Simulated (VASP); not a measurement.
A run of VASP 6.6.1 is set up as follows.

File INCAR:

```
SYSTEM = HgS
PREC     = Accurate       ! precision mode
ENCUT    = 500            ! plane-wave cutoff, eV
EDIFF    = 1E-6           ! SCF threshold, eV
ISMEAR   = 0              ! smearing method
SIGMA    = 0.05           ! smearing width, eV
LREAL    = .FALSE.        ! projectors in reciprocal space
LASPH    = .TRUE.         ! aspherical terms in the spheres
NELM     = 200            ! most SCF steps
ALGO     = Normal         ! electronic algorithm
ISIF     = 2              ! what is computed and relaxed
LWAVE    = .FALSE.        ! write WAVECAR
LCHARG   = .TRUE.         ! write CHGCAR
ISPIN    = 2              ! spin polarisation
MAGMOM   = 0.2 0.2        ! initial moments
LORBIT   = 11             ! projections on sites
GGA      = PE             ! functional
LELF     = .TRUE.         ! ELF
LVHAR    = .TRUE.       
NBANDS   = 20             ! bands
GGA_COMPAT= .FALSE.
```

Contents of KPOINTS:

```
regular mesh
0
G
  8 8 8
  0 0 0
```

POSCAR

```
HgS
1.0
    0.0000000000      2.9289995691      2.9289995691
    2.9289995691      0.0000000000      2.9289995691
    2.9289995691      2.9289995691      0.0000000000
Hg S
1 1
Direct
    0.0000000000      0.0000000000      0.0000000000
    0.7500000000      0.7500000000      0.7500000000
```

Potentials or basis: VASP PAW PBE potentials, release 64 (Hg, S).

Run with:

```sh
$ cat potpaw_PBE.64/Hg/POTCAR potpaw_PBE.64/S/POTCAR > POTCAR
$ mpirun -np 1 vasp_std > vasp.out
```

Question: Predict the pressure.

Answer: 4.3 GPa.

Question: Predict the band gap on the k mesh.

Answer: Zero (filled and empty bands touch).

Caveat: spin-orbit coupling is left out, which moves the levels of the heavy elements.
